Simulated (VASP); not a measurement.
Write the native input for VASP 6.6.1 that does the following.

```yaml
Task: single point
Functional: LDA
Potentials_or_basis: VASP PAW LDA potentials, release 64 (Pt)
Cutoff: 520 eV
k_mesh: 22 × 22 × 22
Occupations: gaussian, width 0.15 eV
Spin: no spin polarisation
Dipole_correction: no
Further_INCAR_settings: ALGO = Normal; EDIFF = 1e-06; NBANDS = 11
```

The structure of Pt lies in POSCAR:

```
Pt
1.0
    0.0000000000      1.9973715471      1.9973715471
    1.9973715471      0.0000000000      1.9973715471
    1.9973715471      1.9973715471      0.0000000000
Pt
1
Direct
    0.0000000000      0.0000000000      0.0000000000
```

This cell differs from its parent crystal: volume 15.937 Å^3 an atom, c/a of the conventional cell 1.0000.

These files were run (other wordings do the same):

INCAR

```
PREC = Accurate
ENCUT = 520
EDIFF = 1E-6
ISMEAR = 0
SIGMA = 0.15
LREAL = False
LASPH = True
NELM = 60
ALGO = Normal
ISIF = 2
LWAVE = False
LCHARG = True
LELF = True
LVHAR = True
NBANDS = 11
```

KPOINTS

```
Automatic mesh
0
Gamma
  22 22 22
```

Potentials or basis: VASP PAW LDA potentials, release 64 (Pt).

The run is started by

```sh
$ cat potpaw_LDA.64/Pt/POTCAR > POTCAR
$ mpirun -np 1 vasp_std > vasp.out
```

It gave:

The pressure is -18.6 GPa. The band gap on the k mesh is zero (band 5 reaches 10.53 eV, above the bottom of band 6 at 8.51 eV).

Caveat: spin-orbit coupling is left out, which moves the levels of the heavy elements.

Run time: 22 s on 1 thread of Intel Xeon 6975P-C, on a shared host, peak memory 0.18 GiB.
